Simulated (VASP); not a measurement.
Here is a VASP 6.6.1 calculation.

File POSCAR:

```
Si
1.0
    1.7213538417     -3.3940925798      0.0000000000
    1.7213538417      3.3940925798      0.0000000000
    0.0000000000      0.0000000000      6.0090904841
Si
4
Direct
    0.1537032274      0.8462967726      0.9061301527
    0.6537032274      0.3462967726      0.5938698473
    0.8462967726      0.1537032274      0.0938698473
    0.3462967726      0.6537032274      0.4061301527
```

The input INCAR.step1:

```
SYSTEM = Si
PREC = Accurate ; ENCUT = 520
ISMEAR = 0 ; SIGMA = 0.1
LREAL = .False. ; LASPH = .True.
NELM = 100 ; NBANDS = 16
GGA = PE ; ALGO = Normal
EDIFF = 1E-4 ; LWAVE = .True.
LCHARG = .False.
```

INCAR.step2

```
SYSTEM = Si
PREC = Accurate ; ENCUT = 520
EDIFF = 1E-6 ; ISMEAR = 0
SIGMA = 0.1 ; LREAL = .False.
LASPH = .True. ; NELM = 100
ALGO = Normal ; ISIF = 2
LWAVE = .False. ; LCHARG = .False.
METAGGA = R2SCAN ; LMIXTAU = .True.
NBANDS = 16 ; ISTART = 1
```

The input KPOINTS:

```
regular mesh
0
Gamma
  6 6 4
  0 0 0
```

Potentials or basis: VASP PAW PBE potentials, release 64 (Si).

The run is started by

```bash
$ cat potpaw_PBE.64/Si/POTCAR > POTCAR
$ cp INCAR.step1 INCAR
$ mpirun -np 1 vasp_std > vasp.out
$ cp INCAR.step2 INCAR
$ mpirun -np 1 vasp_std > vasp.out
```

Problem. Predict the largest force.

Solution. 0.040 eV/Å.

Problem. Predict the band gap on the k mesh.

Solution. Zero (bands 8 and 9 overlap by 4.33 eV).

Problem. What does it give for the pressure?

Solution. -0.1 GPa.

Forces in eV/Å, atoms in the order of the input:
```
Si   0.000  0.037  0.016
Si   0.000  0.037 -0.016
Si   0.000 -0.037 -0.016
Si   0.000 -0.037  0.016
```

Caveat: the PAW data sets were made with another functional, which shifts forces and pressure a little.
